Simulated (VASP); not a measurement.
The system is C.

```xyz
2
Lattice="0.0000 1.7470 1.7470 1.7470 0.0000 1.7470 1.7470 1.7470 0.0000" Properties=species:S:1:pos:R:3 pbc="T T T"
C     2.6204    2.6204    2.6204
C     1.7470    1.7470    1.7470
```

Base run:

| Quantity | Value |
| --- | --- |
| Program | VASP 6.6.1 |
| Functional | PBE0 |
| Potentials or basis | VASP PAW PBE potentials, release 64 (C) |
| Cutoff | 520 eV |
| k mesh | 8 × 8 × 8 |
| Occupations | fermi-dirac, width 0.05 eV |
| Spin | no spin polarisation |

Its results: band gap on the k mesh 6.20 eV (least direct gap 7.90 eV); pressure 23.3 GPa.

Q: After a change of settings the same cell gave: band gap on the k mesh 5.48 eV (least direct gap 7.13 eV); pressure 19.0 GPa. Which change was it?
A. k mesh from 8 × 8 × 8 to 7 × 7 × 7; further incar settings from ALGO = Normal; EDIFF = 1e-06; NBANDS = 11 to ALGO = Normal; EDIFF = 1e-07; NBANDS = 11
B. functional from PBE0 to PBEsol-based screened hybrid with 25 % exact exchange; k mesh from 8 × 8 × 8 to 7 × 7 × 7
C. functional from PBE0 to HSE06; further incar settings from ALGO = Normal; EDIFF = 1e-06; NBANDS = 11 to ALGO = Normal; EDIFF = 1e-07; NBANDS = 11

A: B.

Caveats: some runs use coarse meshes; the PAW data sets were made with another functional, which shifts forces and pressure a little; the cell stands under pressure (at least some runs); an odd mesh through Γ misses points on the zone boundary, where band edges can lie (at least some runs).
